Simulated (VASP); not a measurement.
Input of a VASP 6.6.1 run:

INCAR

```
SYSTEM = Rb
PREC = Accurate
ENCUT = 520
EDIFF = 1E-6
ISMEAR = -1
SIGMA = 0.05
LREAL = .False.
LASPH = .True.
NELM = 100
ALGO = Normal
ISIF = 2
LWAVE = .False.
LCHARG = .True.
GGA = PE
LELF = .True.
LVHAR = .True.
NBANDS = 10
```

The input KPOINTS:

```
regular mesh
0
Gamma
  9 9 8
  0 0 0
```

Contents of POSCAR:

```
Rb
1.0
    4.0021204258      0.0000000000      0.0000000000
   -2.0010602129      3.4659379578      0.0000000000
    0.0000000000      0.0000000000      3.7619932002
Rb
1
Direct
    0.0000000000      0.0000000000      0.0000000000
```

Potentials or basis: VASP PAW PBE potentials, release 64 (Rb_sv).

Launch:

```sh
$ cat potpaw_PBE.64/Rb_sv/POTCAR > POTCAR
$ mpirun -np 1 vasp_std > vasp.out
```

(1) What does it give for the pressure?

(2) What does it give for the band gap on the k mesh?

Answers

(1) 4.4 GPa.

(2) zero (an odd number of electrons rules out a gap without spin polarisation).

Caveat: the cell stands under pressure.
